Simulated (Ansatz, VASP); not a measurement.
**Ga5As2P3 in VASP and in Ansatz**

```xyz
10
Lattice="0.0000 -3.9827 0.0003 3.9819 0.0000 -0.0002 -1.9971 1.9930 13.8669" Properties=species:S:1:pos:R:3 pbc="T T T"
Ga    1.9872   -1.9916   10.9674
Ga   -0.0044    0.0011    8.2772
Ga    1.9885   -1.9903    5.5903
Ga   -0.0015    0.0010    2.8997
Ga    1.9918   -1.9908    0.0000
P     1.9869    0.0012    6.9334
P    -0.0022   -1.9903    4.2449
P    -0.0037   -1.9903    9.6222
As    1.9897    0.0005    1.4488
As    1.9856    0.0001   12.4175
```

Change from the starting cell: cell x1, atoms moved at random (sigma 0.15 Å) and cell strained at random (1.5 %), then relaxed without symmetry.

Alike in both runs: functional PBE; k mesh 4 × 4 × 4; occupations gaussian, width 0.1 eV; no spin polarisation.

Ansatz relaxed the structure, and its values are those at the end. VASP's run is a single point on that final structure, the one shown.

|  | VASP | Ansatz |
| --- | --- | --- |
| version | VASP 6.6.1 | Ansatz 0.2.0 |
| potentials or method | VASP PAW PBE potentials, release 64 (Ga_d, P, As), cutoff 520 eV | scalar-relativistic, plane waves, PAW |
| valence electrons in the cell | 90 | 110 |

Ansatz gave:

```
gap on the k mesh at the Fermi level (eV) : 0.93
least direct gap on the mesh (eV)         : 0.93
pressure (GPa)                            : 0.0
rms of the force components (eV/Å)        : 0.002
```

Question: Estimate VASP's values.

Answer: gap on the k mesh at the Fermi level (eV): 0.93; least direct gap on the mesh (eV): 0.93; pressure (GPa): 0.1; rms of the force components (eV/Å): 0.004.

VASP's potentials hold 90 valence electrons a cell and Ansatz's 110, so a difference there can come from the potentials and not from the codes.
